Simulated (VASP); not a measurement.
Wanted: the native input for a VASP 6.6.1 run.

```yaml
Task: single point
Functional: PBE
Dispersion: D3(BJ)
Potentials_or_basis: VASP PAW PBE potentials, release 64 (B, N)
Cutoff: 520 eV
k_mesh: 12 × 12 × 4
Occupations: gaussian, width 0.01 eV
Spin: no spin polarisation
Dipole_correction: no
Further_INCAR_settings: ALGO = Normal; EDIFF = 1e-06; NBANDS = 16
```

The structure of BN (AA' stacking) lies in POSCAR:

```
BN
1.0
    2.4979116080      0.0000000000      0.0000000000
   -1.2489558040      2.1632549090      0.0000000000
    0.0000000000      0.0000000000      6.0767443622
B N
2 2
Direct
    0.3333333333      0.6666666667      0.0000000000
    0.6666666667      0.3333333333      0.5000000000
    0.6666666667      0.3333333333      0.0000000000
    0.3333333333      0.6666666667      0.5000000000
```

The input as run:

INCAR

```
SYSTEM = BN
PREC     = Accurate       ! precision mode
ENCUT    = 520            ! plane-wave cutoff, eV
EDIFF    = 1E-6           ! SCF threshold, eV
ISMEAR   = 0              ! smearing method
SIGMA    = 0.01           ! smearing width, eV
LREAL    = .FALSE.        ! projectors in reciprocal space
LASPH    = .TRUE.         ! aspherical terms in the spheres
NELM     = 80             ! most SCF steps
ALGO     = Normal         ! electronic algorithm
ISIF     = 2              ! what is computed and relaxed
LWAVE    = .FALSE.        ! write WAVECAR
LCHARG   = .FALSE.        ! write CHGCAR
GGA      = PE             ! functional
IVDW     = 12             ! dispersion correction
NBANDS   = 16             ! bands
```

KPOINTS

```
Automatic mesh
0
G
  12 12 4
  0 0 0
```

Potentials or basis: VASP PAW PBE potentials, release 64 (B, N).

Launch:

```sh
$ cat potpaw_PBE.64/B/POTCAR potpaw_PBE.64/N/POTCAR > POTCAR
$ mpirun -np 1 vasp_std > vasp.out
```

Results of the run:

```yaml
Pressure: 4.1 GPa
Band_gap_on_the_k_mesh: 4.11 eV, indirect (least direct gap 4.42 eV)
Dispersion_energy_per_atom: -0.158 eV
```

Wall time 22 s on 1 thread of AMD EPYC 7R43 64-Core Processor (Zen 3) (shared host), peak memory 0.13 GiB.
